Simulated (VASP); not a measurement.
Set up this calculation in VASP 6.6.1, as the native input.

| Property | Result |
| --- | --- |
| Task | single point |
| Functional | PBE |
| Potentials or basis | VASP PAW PBE potentials, release 64 (Ge_d, N) |
| Cutoff | 520 eV |
| k mesh | 10 × 10 × 10 |
| Occupations | gaussian, width 0.02 eV |
| Spin | no spin polarisation |
| Dipole correction | no |
| Further INCAR settings | ALGO = Normal; EDIFF = 1e-06; NBANDS = 27 |

The structure of GeN lies in POSCAR:

```
GeN
1.0
   -1.5475666822      3.8289127779      2.5704005252
    1.5475666822     -3.8289127779      2.5704005252
    1.5475666822      3.8289127779     -2.5704005252
Ge N
2 2
Direct
    0.2707843264      0.6061382648      0.6646460617
    0.9414922031      0.6061382648      0.3353539383
    0.0111498159      0.2625783527      0.7485714632
    0.5140068896      0.2625783527      0.2514285368
```

The cell was generated, and may not be a known phase.

The input as run:

INCAR

```
  ALGO = Normal
  EDIFF = 1E-6
  ENCUT = 520
  GGA = PE
  ISIF = 2
  ISMEAR = 0
  LASPH = T
  LCHARG = F
  LREAL = F
  LWAVE = F
  NBANDS = 27
  NELM = 80
  PREC = Accurate
  SIGMA = 0.02
```

KPOINTS

```
k-points
0
Gamma
  10 10 10
```

Potentials or basis: VASP PAW PBE potentials, release 64 (Ge_d, N).

Run with:

```console
$ cat potpaw_PBE.64/Ge_d/POTCAR potpaw_PBE.64/N/POTCAR > POTCAR
$ mpirun -np 1 vasp_std > vasp.out
```

Results of the run:

| Quantity | Value |
| --- | --- |
| Pressure | -0.3 GPa |
| Largest force | 0.026 eV/Å |
| Band gap on the k mesh | 0.67 eV |

Caveat: semilocal functionals underestimate gaps, and a narrow one can read as zero.

Wall time 5.8 min on 1 thread of AMD EPYC 7R13, on a shared host, peak memory 0.34 GiB.
